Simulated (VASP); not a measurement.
A run of VASP 6.6.1 is set up as follows.

INCAR

```
SYSTEM = RbBr
PREC = Accurate
ENCUT = 520
EDIFF = 1E-6
ISMEAR = 0
SIGMA = 0.01
LREAL = .FALSE.
LASPH = .TRUE.
NELM = 80
ALGO = Normal
ISIF = 2
LWAVE = .FALSE.
LCHARG = .FALSE.
GGA = PE
NBANDS = 15
```

Contents of KPOINTS:

```
Automatic mesh
0
G
  3 3 3
  0 0 0
```

File POSCAR:

```
RbBr
1.0
    0.0000000000      3.4559500000      3.4559500000
    3.4559500000      0.0000000000      3.4559500000
    3.4559500000      3.4559500000      0.0000000000
Rb Br
1 1
Direct
    0.0000000000      0.0000000000      0.0000000000
    0.5000000000      0.5000000000      0.5000000000
```

Potentials or basis: VASP PAW PBE potentials, release 64 (Rb_sv, Br).

Launch:

```console
$ cat potpaw_PBE.64/Rb_sv/POTCAR potpaw_PBE.64/Br/POTCAR > POTCAR
$ mpirun -np 1 vasp_std > vasp.out
```

What does it give for the pressure?

0.6 GPa.

Estimate the band gap on the k mesh.

4.30 eV, direct.

Caveat: the k points lie up to 0.52 Å⁻¹ apart.
